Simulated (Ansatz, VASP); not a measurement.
Two plane-wave programs on Pt3Pb

Contents of INCAR:

```
ALGO = Normal
EDIFF = 1E-8
ENCUT = 520
GGA = CA
ISIF = 2
ISMEAR = -1
LASPH = True
LCHARG = False
LEFG = True
LREAL = False
LWAVE = False
NBANDS = 30
NELM = 80
PREC = Accurate
SIGMA = 0.03
```

Contents of KPOINTS:

```
k-points
0
Gamma
  9 9 9
```

File POSCAR:

```
Pt3Pb
1.0
    4.1114008607      0.0000000000      0.0000000000
    0.0000000000      4.1114008607      0.0000000000
    0.0000000000      0.0000000000      4.1114008607
Pt Pb
3 1
Direct
    0.0000000000      0.5000000000      0.5000000000
    0.5000000000      0.0000000000      0.5000000000
    0.5000000000      0.5000000000      0.0000000000
    0.0000000000      0.0000000000      0.0000000000
```

Input for Ansatz:

```yaml
crystal:
  lattice:
    - [4.1114008607, 0.0, 0.0]
    - [0.0, 4.1114008607, 0.0]
    - [0.0, 0.0, 4.1114008607]
  atoms:
    - { symbol: Pt, position: [0.0, 0.5, 0.5] }
    - { symbol: Pt, position: [0.5, 0.0, 0.5] }
    - { symbol: Pt, position: [0.5, 0.5, 0.0] }
    - { symbol: Pb, position: [0.0, 0.0, 0.0] }
kpoints:
  mp_grid: { grid: [9, 9, 9] }
scf:
  occupations: { method: fermi_dirac, width: 0.03 }
hamiltonian:
  xc: lda
  pseudopotentials: { kind: paw }
output:
  forces: true
  stress: true
  eigenvalues: true
  efg: { contact_densities: true }
  write_density: true
  write_potential: true
  elf: true
  volumetric_format: npy
```

Change from the starting cell: volume scaled by 1.04, PAW files.

Alike in both runs: task electric field gradients; functional LDA; k mesh 9 × 9 × 9; occupations fermi-dirac, width 0.03 eV; no spin polarisation.

|  | VASP | Ansatz |
| --- | --- | --- |
| version | VASP 6.6.1 | Ansatz 0.2.0 |
| potentials or method | VASP PAW LDA potentials, release 64 (Pt, Pb_d) | PAW with Ansatz's default frozen-core files, scalar-relativistic |
| plane-wave cutoff (eV) | 520 | 420 |
| valence electrons in the cell | 44 | 68 |

Ansatz gave:

- pressure (GPa): -10.0
- size of Vzz on the site where it differs most (V/Å²): 143.0

Question: What did VASP give for the same quantities?

Answer: Pressure (GPa): -9.5; size of Vzz on the site where it differs most (V/Å²): 137.6.

LDA's correlation is that of Perdew and Zunger in VASP and of Perdew and Wang (1992) in Ansatz. VASP's potentials hold 44 valence electrons a cell and Ansatz's 68, so a difference there can come from the potentials and not from the codes.

Spin-orbit coupling is off throughout.
